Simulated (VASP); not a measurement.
# AlN (P1) in VASP: notebook, part 2 of 2

VASP 6.6.1. Earlier steps stand in the parts before.

**3. Single point, PBE**

Input file INCAR:

```
SYSTEM = AlN
PREC     = Accurate       ! precision mode
ENCUT    = 600            ! plane-wave cutoff, eV
EDIFF    = 1E-6           ! SCF threshold, eV
ISMEAR   = 0              ! smearing method
SIGMA    = 0.01           ! smearing width, eV
LREAL    = .False.        ! projectors in reciprocal space
LASPH    = .True.         ! aspherical terms in the spheres
NELM     = 120            ! most SCF steps
ALGO     = Normal         ! electronic algorithm
ISIF     = 2              ! what is computed and relaxed
LWAVE    = .False.        ! write WAVECAR
LCHARG   = .True.         ! write CHGCAR
GGA      = PE             ! functional
LELF     = .True.         ! ELF
LVHAR    = .True.       
NBANDS   = 11             ! bands
GGA_COMPAT= .False.
```

Input file KPOINTS:

```
Automatic mesh
0
Gamma
  6 6 6
  0 0 0
```

Input file POSCAR:

```
AlN
1.0
   -0.0268500000      2.1843700000      2.2115600000
    2.1890800000     -0.0060500000      2.1907600000
    2.1913000000      2.1657800000     -0.0082700000
Al N
1 1
Direct
    0.9830084099      0.0114254997      0.0222264360
    0.7724500000      0.7357500000      0.7601700000
```

Potentials or basis: VASP PAW PBE potentials, release 64 (Al, N).

Command:

```sh
cat potpaw_PBE.64/Al/POTCAR potpaw_PBE.64/N/POTCAR > POTCAR
mpirun -np 1 vasp_std > vasp.out
```

OUTCAR:

```text
SYSTEM = AlN
   PREC = Accurate
   ENCUT = 600
   EDIFF = 1E-6
   ISMEAR = 0
   LREAL = .False.
   LASPH = .True.
   NELM = 120
   ISIF = 2
   GGA = PE

 ion  position               nearest neighbor table
   1  0.983  0.011  0.022-   2 1.83   2 1.87   2 1.89   2 2.02
   2  0.772  0.736  0.760-   1 1.83   1 1.87   1 1.89   1 2.02

  LATTYP: Found a triclinic cell.
 ALAT       =     3.1085673313
 B/A-ratio  =     1.0095264813
 C/A-ratio  =     0.9962855462
 COS(alpha) =     0.0007505392
 COS(beta)  =     0.4957782815
 COS(gamma) =     0.5135135963

  Lattice vectors:

 A1 = (  -0.0268500000,   2.1843700000,   2.2115600000)
 A2 = (  -2.2181500000,   0.0185900000,   2.2198300000)
 A3 = (   2.1890800000,  -0.0060500000,   2.1907600000)

Analysis of symmetry for initial positions (statically):
=====================================================================
 Subroutine PRICEL returns:
 Original cell was already a primitive cell.

 Routine SETGRP: Setting up the symmetry group for a
 triclinic supercell.

 Subroutine GETGRP returns: Found  1 space group operations
 (whereof  1 operations were pure point group operations)
 out of a pool of  2 trial point group operations.

The static configuration has the point symmetry C_1 .

Analysis of symmetry for dynamics (positions and initial velocities):
=====================================================================
 Subroutine PRICEL returns:
 Original cell was already a primitive cell.

 Routine SETGRP: Setting up the symmetry group for a
 triclinic supercell.

 Subroutine GETGRP returns: Found  1 space group operations
 (whereof  1 operations were pure point group operations)
 out of a pool of  2 trial point group operations.

The dynamic configuration has the point symmetry C_1 .

 Subroutine INISYM returns: Found  1 space group operations
 (whereof  1 operations are pure point group operations),
 and found     1 'primitive' translations

[... 116 lines left out ...]
  Fermi-wavevector in a.u.,A,eV,Ry     =   1.183623  2.236723 19.061268  1.400964
  Thomas-Fermi vector in A             =   2.319854
   LORBIT       =      0    0 simple, 1 ext, 2 COOP (PROOUT), +10 PAW based schemes
   GGA     = PE    functional components
   LHFCALC =     F    Hartree Fock is set to
   AEXX    =    0.0000 exact exchange contribution
   IVDW    =     0    specifies the selected vdW correction
   LEPSILON=     F    determine dielectric tensor
   LRPA    =     F    only Hartree local field effects (RPA)
 non-spin polarized calculation
 Gauss-broadening in eV      SIGMA  =   0.01
  energy-cutoff  :      600.00
  volume of cell :       21.17
 maximum number of plane-waves:       721
 NGX is ok and might be reduce to    28
   NGX = 13   NGY = 13   NGZ = 13

 number of electron       8.0000000 magnetization

 Free energy of the ion-electron system (eV)
  ---------------------------------------------------
  ext. energy  EPLUGINS =         0.00000000
  ---------------------------------------------------
  free energy    TOTEN  =       -14.75943452 eV

  energy without entropy =      -14.75943452  energy(sigma->0) =      -14.75943452

 E-fermi :   6.2336     XC(G=0): -10.8610

 val. band max:        6.0696165368   @ k =   0.0000   0.0000   0.0000
 cond. band min:       9.0991011743   @ k =   0.5000   0.0000   0.5000
 fundamental gap:      3.0294846375
 Fermi energy:         6.2335903105

 k-point     1 :       0.0000    0.0000    0.0000
  band No.  band energies     occupation
      1      -9.0786      2.00000
      2       5.5860      2.00000
      3       5.7643      2.00000
      4       6.0696      2.00000
      5       9.8427      0.00000
      6      17.9695      0.00000
      7      18.3231      0.00000
      8      18.4279      0.00000
      9      23.1627      0.00000
     10      23.5438      0.00000
     11      24.1674      0.00000
[... 309 lines left out ...]
 k-point    24 :       0.5000    0.0000    0.1667
  band No.  band energies     occupation
      1      -7.0184      2.00000
      2       0.6883      2.00000
      3       4.2056      2.00000
      4       4.8452      2.00000
      5      13.0530      0.00000
      6      14.9594      0.00000
      7      17.7591      0.00000
      8      18.0123      0.00000
      9      22.3574      0.00000
     10      25.9148      0.00000
     11      26.1066      0.00000

 [... further k-points ...]
[... 5 lines left out ...]
  --------------------------------------------------------------------------------------
  -------------------------------------------------------------------------------------
  Total        0.2714186      0.5315545      0.3967077      0.3416664     -0.7744013      0.7553093
  in kB       20.5435738     40.2331694     30.0266601     25.8606048    -58.6141532     57.1690888
  external PRESSURE =      30.2678011 kB  Pullay stress =       0.0000000 kB

 VOLUME and BASIS-vectors are now :
 -----------------------------------------------------------------------------
  energy-cutoff  :      600.00
  volume of cell :       21.17
      direct lattice vectors                 reciprocal lattice vectors
    -0.026850000  2.184370000  2.211560000    -0.224145698  0.227644512  0.224602473
     2.189080000 -0.006050000  2.190760000     0.227129628 -0.228932005  0.228874927
     2.191300000  2.165780000 -0.008270000     0.226704131  0.231489403 -0.225891001

 POSITION                                       TOTAL-FORCE (eV/Angst)
 -----------------------------------------------------------------------------------
      0.04732      2.19532      2.19883        -1.085507      0.775350      0.190588
      3.25564      3.32923      3.31388         1.085507     -0.775350     -0.190588
 -----------------------------------------------------------------------------------
    total drift:                                0.000544     -0.000483     -0.000345

  FREE ENERGIE OF THE ION-ELECTRON SYSTEM (eV)
  ---------------------------------------------------
  free  energy   TOTEN  =       -14.7594345180 eV

  energy  without entropy=      -14.7594345180  energy(sigma->0) =      -14.75943452
```

Run time: 44 s. Hardware: 1 thread of Intel Xeon 8259CL, shared host; peak memory 0.17 GiB.

Results:

```
Free energy            : -14.7594 eV
Pressure               : 3.0 GPa
Largest force          : 1.348 eV/Å
Band gap on the k mesh : 3.03 eV, indirect (least direct gap 3.77 eV)
```

Forces in eV/Å, atoms in the order of the input:
```
Al  -1.086  0.775  0.191
N    1.086 -0.775 -0.191
```

Stress tensor (GPa, compression positive):
```
 2.05  2.59  5.72
 2.59  4.02 -5.86
 5.72 -5.86  3.00
```

Caveat: forces of over 1 eV/Å act on the atoms, so gaps and moduli don't describe the material at rest. A k mesh can miss the band edges.

**4. Single point, PBE**

Input file INCAR:

```
  PREC = Accurate
  ENCUT = 600
  EDIFF = 1E-6
  ISMEAR = 0
  SIGMA = 0.01
  LREAL = F
  LASPH = T
  NELM = 120
  ALGO = Normal
  ISIF = 2
  LWAVE = F
  LCHARG = F
  GGA = PE
  NBANDS = 11
  GGA_COMPAT = F
```

Input file KPOINTS:

```
Automatic mesh
0
Gamma
  6 6 6
```

Edit POSCAR of step 3 so:

```diff
@@ -8,3 +8,3 @@
 Direct
-    0.9830084099      0.0114254997      0.0222264360
+    0.9812115901      0.0095945003      0.0240335640
     0.7724500000      0.7357500000      0.7601700000
```

Command:

```sh
cat potpaw_PBE.64/Al/POTCAR potpaw_PBE.64/N/POTCAR > POTCAR
mpirun -np 1 vasp_std > vasp.out
```

Wall time 51 s (1 thread of Intel Xeon 8259CL, shared host); peak memory 0.17 GiB.

It converged, with:

```yaml
Free_energy: -14.7574 eV
Pressure: 3.1 GPa
Largest_force: 1.323 eV/Å
Band_gap_on_the_k_mesh: 3.02 eV, indirect (least direct gap 3.76 eV)
```

Forces in eV/Å, atoms in the order of the input:
```
Al  -1.055  0.736  0.310
N    1.055 -0.736 -0.310
```

Stress tensor (GPa, compression positive):
```
 2.15  3.14  5.52
 3.14  4.11 -5.70
 5.52 -5.70  2.99
```

Levels at points of the mesh, in eV from the valence-band top:
| k point | band 2 | band 3 | band 4 | band 5 | band 6 | band 7 |
| --- | --- | --- | --- | --- | --- | --- |
| (0.00, 0.00, 0.00) | -0.49 | -0.34 | 0.00 | 3.76 | 11.89 | 12.24 |
| (0.50, 0.00, 0.00) | -5.93 | -0.93 | -0.76 | 7.18 | 9.57 | 10.80 |
| (0.00, 0.50, 0.00) | -6.12 | -0.82 | -0.53 | 6.84 | 9.41 | 10.51 |
| (0.50, 0.50, 0.00) | -5.17 | -1.99 | -1.95 | 3.07 | 8.26 | 13.31 |
| (0.00, 0.00, 0.50) | -6.10 | -0.93 | -0.46 | 6.89 | 9.43 | 10.67 |
| (0.50, 0.00, 0.50) | -5.05 | -2.12 | -2.03 | 3.02 | 8.09 | 13.52 |
| (0.00, 0.50, 0.50) | -5.16 | -2.12 | -1.86 | 3.08 | 8.29 | 13.31 |
| (0.50, 0.50, 0.50) | -6.04 | -0.95 | -0.58 | 6.83 | 9.47 | 10.41 |

Caveat: forces of over 1 eV/Å act on the atoms, so gaps and moduli don't describe the material at rest. Expect the measured gap to be larger: semilocal functionals such as PBE lack the derivative discontinuity.
